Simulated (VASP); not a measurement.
# Re (P6_3/mmc) in VASP: notebook, part 2 of 2

VASP 6.6.1.

### 5 Summary

```csv
cell,k mesh,gap on the mesh (eV),pressure (GPa)
"a = 2.785, b = 2.785, c = 4.506 Å, angles 90.0, 90.0, 120.0°, 2 atoms",18 × 18 × 10,none,-10.9
"a = 2.812, b = 2.812, c = 4.549 Å, angles 90.0, 90.0, 120.0°, 2 atoms",18 × 18 × 10,none,-20.2
"a = 2.761, b = 2.761, c = 4.458 Å, angles 90.0, 90.0, 120.0°, 2 atoms",9 × 9 × 4,none,-0.5
```

Alike in all rows: task single point; level r2SCAN; potentials or basis VASP PAW PBE potentials, release 64 (Re); no spin polarisation; cutoff (eV) 520; smearing gaussian 0.1 eV.

Caveats: the PAW data sets were made with another functional, which shifts forces and pressure a little; spin-orbit coupling is left out, which moves the levels of the heavy elements.

Absolute energies hang on the potentials; compare differences alone.
